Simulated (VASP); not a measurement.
ZrAl3N4, 8 atoms in the cell. The structure is tetragonal, space group P4/mmm (No. 123). The conventional cell has a = 3.026 Å, b = 3.026 Å, c = 8.512 Å, α = 90.00°, β = 90.00°, γ = 90.00°. Within 2.8 Å of Zr (site symmetry 4/mmm) lie 6 N at 2.14 to 2.30 Å. Within 2.6 Å of Al (site symmetry 4mm) lie 6 N at 1.98 to 2.28 Å. Al (site symmetry 4/mmm) has 6 N at 1.96 to 2.14 Å within 2.6 Å. N (site symmetry 4/mmm) has 4 Zr at 2.14 Å and 2 Al at 2.28 Å within 2.8 Å. Within 2.6 Å of N (site symmetry 4mm) lie 5 Al at 1.96 to 2.14 Å and 1 Zr at 2.30 Å. Within 2.6 Å of N (site symmetry 4/mmm) lie 6 Al at 1.98 to 2.14 Å. 

* Program: VASP 6.6.1
* Task: single point
* Functional: PBE
* Potentials or basis: VASP PAW PBE potentials, release 64 (Zr_sv, Al, N)
* Cutoff: 520 eV
* k mesh: 6 × 6 × 2
* Occupations: gaussian, width 0.1 eV
* Spin: collinear spin
* Starting moments: [1.0, 0.0, 0.0, 0.0, 0.0, 0.0, 0.0, 0.0] μB
* Dipole correction: no
* Further INCAR settings: ALGO = Normal; EDIFF = 1e-07; NBANDS = 34

Potentials or basis: VASP PAW PBE potentials, release 64 (Zr_sv, Al, N).

Run with:

```bash
$ cat potpaw_PBE.64/Zr_sv/POTCAR potpaw_PBE.64/Al/POTCAR potpaw_PBE.64/N/POTCAR > POTCAR
$ mpirun -np 1 vasp_std > vasp.out
```

Hardware: 1 thread of Intel(R) Xeon(R) 6975P-C (Granite Rapids) (shared host).

Task: Estimate the wall time of this run.

Result: Run time: 44 s on 1 thread of Intel(R) Xeon(R) 6975P-C (Granite Rapids) (shared host), peak memory 0.25 GiB. Counts: scf iterations 16, k points 20.
